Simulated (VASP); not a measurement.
Set up this calculation in VASP 6.6.1, as the native input.

```yaml
Task: single point
Functional: PBE
Dispersion: D3(BJ)
Potentials_or_basis: VASP PAW PBE potentials, release 64 (Cl)
Cutoff: 520 eV
k_mesh: 1 × 1 × 1
Occupations: fermi-dirac, width 0.02 eV
Spin: no spin polarisation
Dipole_correction: no
Further_INCAR_settings: ALGO = Normal; EDIFF = 1e-07; NBANDS = 54
```

The structure of Cl lies in POSCAR:

```
Cl
1.0
    7.6630940000      0.0000000000      0.0000000000
    0.0000000000      7.6630940000      0.0000000000
    0.0000000000      0.0000000000      7.6630940000
Cl
12
Direct
    0.5439708817      0.3574665794      0.1639938124
    0.2934323917      0.3670580056      0.0625726371
    0.6457052465      0.6416468335      0.6149082864
    0.4352028045      0.7008526843      0.4738816984
    0.8055231999      0.3947622201      0.9430003077
    1.0451783575      0.3857971728      0.8191338903
    0.0978064474      0.9016593037      0.6790338211
    0.0825384629      0.8933467344      0.3921523082
    0.6899824014     -0.1198602027      0.9942459273
    0.6806258673      0.0316190823      0.7748697850
    0.0615808706      0.8799317873      0.0098785164
    0.3356216171      0.8735375033      0.0095392279
```

One way to write it, as run:

INCAR

```
ALGO = Normal
EDIFF = 1E-7
ENCUT = 520
GGA = PE
ISIF = 2
ISMEAR = -1
IVDW = 12
LASPH = T
LCHARG = F
LREAL = F
LWAVE = F
NBANDS = 54
NELM = 80
PREC = Accurate
SIGMA = 0.02
```

KPOINTS

```
k-points
0
Gamma
  1 1 1
```

Potentials or basis: VASP PAW PBE potentials, release 64 (Cl).

Launch:

```sh
$ cat potpaw_PBE.64/Cl/POTCAR > POTCAR
$ mpirun -np 1 vasp_gam > vasp.out
```

Results of the run:

- Pressure: -0.9 GPa
- Largest force: 1.220 eV/Å
- Dispersion energy per atom: -0.114 eV

Caveat: the k points lie up to 0.82 Å⁻¹ apart, too coarse for converged energies, forces and pressures.

It took 45 s on 1 thread of Intel(R) Xeon(R) Platinum 8259CL CPU @ 2.50GHz (Skylake/Cascade Lake), with other jobs on the host, peak memory 0.45 GiB.
